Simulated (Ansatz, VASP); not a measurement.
**One calculation of Cr, two programs**

```
Cr
1.0
     1.14846   -2.46332    0.00000
     1.14846    2.46332    0.00000
     0.00000    0.00000    4.09722
Cr
2
Direct
  0.13050 0.86950 0.75000
  0.86950 0.13050 0.25000
```

Alike in both runs: functional r2SCAN; k mesh 20 × 20 × 10; occupations gaussian, width 0.1 eV; no spin polarisation.

Ansatz relaxed the structure, and its values are those at the end. VASP's run is a single point on that final structure, the one shown.

```csv
,VASP,Ansatz
version,VASP 6.6.1,Ansatz 0.2.0
potentials or method,"VASP PAW PBE potentials, release 64 (Cr_sv), cutoff 660 eV","scalar-relativistic, plane waves, PAW"
valence electrons in the cell,28,28
```

VASP gave:

* gap on the k mesh at the Fermi level (eV): none
* pressure (GPa): -2.2

Q: Which values does Ansatz return?

A: gap on the k mesh at the Fermi level (eV): none; pressure (GPa): 0.0.

VASP's potentials were made for PBE, not for r2SCAN. A gap of «none» marks a metal or a gap that the smearing closes. The functional is the same, so the differences come from potentials, cutoffs and numerics.
